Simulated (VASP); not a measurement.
Wanted: the native input for a VASP 6.6.1 run.

```
Task                   : single point
Functional             : PBE
Potentials or basis    : VASP PAW PBE potentials, release 64 (Na_pv, I)
Cutoff                 : 520 eV
k mesh                 : 8 × 8 × 8
Occupations            : fermi-dirac, width 0.02 eV
Spin                   : no spin polarisation
Dipole correction      : no
Further INCAR settings : ALGO = Normal; EDIFF = 1e-06; NBANDS = 14
```

The structure of NaI lies in POSCAR:

```
NaI
1.0
    0.0000000000      3.2943149217      3.2943149217
    3.2943149217      0.0000000000      3.2943149217
    3.2943149217      3.2943149217      0.0000000000
Na I
1 1
Direct
    0.0000000000      0.0000000000      0.0000000000
    0.5000000000      0.5000000000      0.5000000000
```

This cell differs from its parent crystal: strain +2.0%.

These files were run (other wordings do the same):

INCAR

```
SYSTEM = NaI
ALGO = Normal ; EDIFF = 1E-6
ENCUT = 520 ; GGA = PE
ISIF = 2 ; ISMEAR = -1
LASPH = .TRUE. ; LCHARG = .FALSE.
LREAL = .FALSE. ; LWAVE = .FALSE.
NBANDS = 14 ; NELM = 60
PREC = Accurate ; SIGMA = 0.02
```

KPOINTS

```
k-points
0
G
  8 8 8
  0 0 0
```

Potentials or basis: VASP PAW PBE potentials, release 64 (Na_pv, I).

Launch:

```console
$ cat potpaw_PBE.64/Na_pv/POTCAR potpaw_PBE.64/I/POTCAR > POTCAR
$ mpirun -np 1 vasp_std > vasp.out
```

Results of the run:

| Quantity | Value |
| --- | --- |
| Pressure | -0.4 GPa |
| Band gap on the k mesh | 3.51 eV, direct |

Caveat: the cell differs from its parent crystal (strain +2.0%); spin-orbit coupling is left out, which moves the levels of the heavy elements.

Run time: 26 s on 1 thread of Intel(R) Xeon(R) Platinum 8259CL CPU @ 2.50GHz (Skylake/Cascade Lake) (shared host), peak memory 0.21 GiB.
